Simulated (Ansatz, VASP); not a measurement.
Two plane-wave programs on NaF

The input INCAR:

```
ALGO     = Normal         # electronic algorithm
EDIFF    = 1E-7           # SCF threshold, eV
ENCUT    = 520            # plane-wave cutoff, eV
GGA      = PS             # functional
ISIF     = 2              # what is computed and relaxed
ISMEAR   = 0              # smearing method
LASPH    = True           # aspherical terms in the spheres
LCHARG   = False          # write CHGCAR
LREAL    = False          # projectors in reciprocal space
LWAVE    = False          # write WAVECAR
NBANDS   = 14             # bands
NELM     = 80             # most SCF steps
PREC     = Accurate       # precision mode
SIGMA    = 0.05           # smearing width, eV
```

KPOINTS

```
k-points
0
Gamma
  8 8 8
```

The input POSCAR:

```
NaF
1.0
    0.0000000000      2.2652175000      2.2652175000
    2.2652175000      0.0000000000      2.2652175000
    2.2652175000      2.2652175000      0.0000000000
Na F
1 1
Direct
    0.0000000000      0.0000000000      0.0000000000
    0.5000000000      0.5000000000      0.5000000000
```

Input for Ansatz:

```yaml
crystal:
  lattice:
    - [0.0, 2.2652175, 2.2652175]
    - [2.2652175, 0.0, 2.2652175]
    - [2.2652175, 2.2652175, 0.0]
  atoms:
    - { symbol: Na, position: [0.0, 0.0, 0.0] }
    - { symbol: F, position: [0.5, 0.5, 0.5] }
basis:
  ecutwfc: 420
kpoints:
  mp_grid: { grid: [8, 8, 8] }
hamiltonian:
  xc: pbesol
scf:
  occupations: { method: gaussian, width: 0.05 }
output:
  forces: true
  stress: true
  eigenvalues: true
```

Change from the starting cell: strain -0.025 along x and y, -0.025 along z, atoms carried along.

Alike in both runs: task single point; functional PBEsol; k mesh 8 × 8 × 8; occupations gaussian, width 0.05 eV; no spin polarisation.

```csv
,VASP,Ansatz
version,VASP 6.6.1,Ansatz 0.2.0
potentials or method,"VASP PAW PBE potentials, release 64 (Na_pv, F), cutoff 520 eV","scalar-relativistic, plane waves, PAW"
valence electrons in the cell,14,16
```

```csv
,VASP,Ansatz,Ansatz less VASP
gap on the k mesh at the Fermi level (eV),6.53,6.55,+0.021
least direct gap on the mesh (eV),6.53,6.55,+0.021
pressure (GPa),3.7,3.6,-0.07
```

VASP's potentials were made for PBE, not for PBEsol. With one functional, cell and mesh, what is left measures potentials, basis and numerics. VASP's potentials hold 14 valence electrons a cell and Ansatz's 16, so a difference there can come from the potentials and not from the codes.
